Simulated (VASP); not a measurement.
# SrTiO3: single point with PBE

The system is SrTiO3.

```
Sr Ti O
1.0
     4.07418    0.00000    0.00000
     0.00000    4.07418    0.00000
     0.00000    0.00000    3.66086
Sr Ti O
1 1 3
Direct
  0.00137 0.00000 0.00000
  0.50645 0.50000 0.50000
  0.99024 0.50000 0.50000
  0.49148 0.00000 0.50000
  0.49148 0.50000 0.00000
```

This cell differs from its parent crystal: mode 1 frozen in at -0.038 Å, strain +e along z and -e/2 along x and y -0.0700.

```json
{
  "Program": "VASP 6.6.1",
  "Task": "single point",
  "Functional": "PBE",
  "Potentials or basis": "VASP PAW PBE potentials, release 64 (Sr_sv, Ti_sv, O)",
  "Cutoff": "520 eV",
  "k mesh": "8 × 8 × 8",
  "Occupations": "gaussian, width 0.05 eV",
  "Spin": "no spin polarisation"
}
```

The pressure is 4.6 GPa and the largest force is 0.344 eV/Å. The band gap on the k mesh is 1.80 eV, indirect (least direct gap 2.13 eV).

Forces in eV/Å, atoms in the order of the input:
```
Sr   0.044  0.000  0.000
Ti   0.344  0.000  0.000
O   -0.191  0.000  0.000
O    0.043  0.000  0.000
O   -0.240  0.000  0.000
```

Stress tensor (GPa, compression positive):
```
-4.68  0.00  0.00
 0.00 -5.21  0.00
 0.00  0.00 23.79
```

Levels at points of the mesh, in eV from the valence-band top:
```csv
k point,band 18,band 19,band 20,band 21,band 22,band 23
"(0.00, 0.00, 0.00)",-0.44,-0.43,-0.34,1.80,1.92,2.03
"(0.50, 0.00, 0.00)",-1.84,-0.67,-0.65,2.04,3.42,3.47
"(0.00, 0.50, 0.00)",-1.80,-0.75,-0.71,2.14,3.40,3.42
"(0.50, 0.50, 0.00)",-1.98,-1.56,-0.33,3.42,3.47,3.79
"(0.00, 0.00, 0.50)",-1.96,-0.86,-0.84,2.05,3.87,4.43
"(0.50, 0.00, 0.50)",-1.38,-1.36,-0.18,3.44,4.44,4.56
"(0.00, 0.50, 0.50)",-1.42,-1.39,-0.16,3.42,4.44,4.57
"(0.50, 0.50, 0.50)",-0.17,-0.03,0.00,4.03,4.72,4.73
```

It took 6.7 min on 1 thread of AMD EPYC 7R13, on a shared host, peak memory 0.29 GiB.

Caveat: the cell differs from its parent crystal (mode 1 frozen in at -0.038 Å, strain +e along z and -e/2 along x and y -0.0700). A k mesh can miss the band edges.
